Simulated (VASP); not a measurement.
Wanted: the native input for a VASP 6.6.1 run.

* Task: single point
* Functional: PBE
* Potentials or basis: VASP PAW PBE potentials, release 64 (Si, Ge_d, Te, S)
* Cutoff: 520 eV
* k mesh: 10 × 10 × 4
* Occupations: gaussian, width 0.1 eV
* Spin: no spin polarisation
* Dipole correction: no
* Further INCAR settings: ALGO = Normal; EDIFF = 1e-06; NBANDS = 30

The structure of SiGeTe2S2 lies in POSCAR:

```
SiGeTe2S2
1.0
    4.3310687680      0.0000000000      0.0000000000
    0.0000000000      4.3310687680      0.0000000000
    0.0000000000      0.0000000000      9.2044438712
Si Ge Te S
1 1 2 2
Direct
    0.0000000000      0.0000000000      0.0000000000
    0.0000000000      0.0000000000      0.5000000000
    0.5000000000      0.5000000000      0.6504084763
    0.5000000000      0.5000000000      0.3495915237
    0.5000000000      0.0000000000      0.0000000000
    0.0000000000      0.5000000000      0.0000000000
```

One way to write it, as run:

INCAR

```
SYSTEM = SiGeTe2S2
ALGO = Normal
EDIFF = 1E-6
ENCUT = 520
GGA = PE
ISIF = 2
ISMEAR = 0
LASPH = .TRUE.
LCHARG = .FALSE.
LREAL = .FALSE.
LWAVE = .FALSE.
NBANDS = 30
NELM = 80
PREC = Accurate
SIGMA = 0.1
```

KPOINTS

```
k-points
0
G
  10 10 4
  0 0 0
```

Potentials or basis: VASP PAW PBE potentials, release 64 (Si, Ge_d, Te, S).

Run with:

```console
$ cat potpaw_PBE.64/Si/POTCAR potpaw_PBE.64/Ge_d/POTCAR potpaw_PBE.64/Te/POTCAR potpaw_PBE.64/S/POTCAR > POTCAR
$ mpirun -np 1 vasp_std > vasp.out
```

It gave:

```
Pressure               : 0.0 GPa
Largest force          : 0.028 eV/Å
Band gap on the k mesh : zero (band 21 reaches 4.47 eV, above the bottom of band 22 at 3.90 eV)
```

Caveat: spin-orbit coupling is left out, which moves the levels of the heavy elements; this functional lacks dispersion, which binds the layers, so the pressure and a relaxed spacing across them are unreliable.

It took 100 s on 1 thread of Intel(R) Xeon(R) 6975P-C (Granite Rapids) (shared host), peak memory 0.48 GiB.
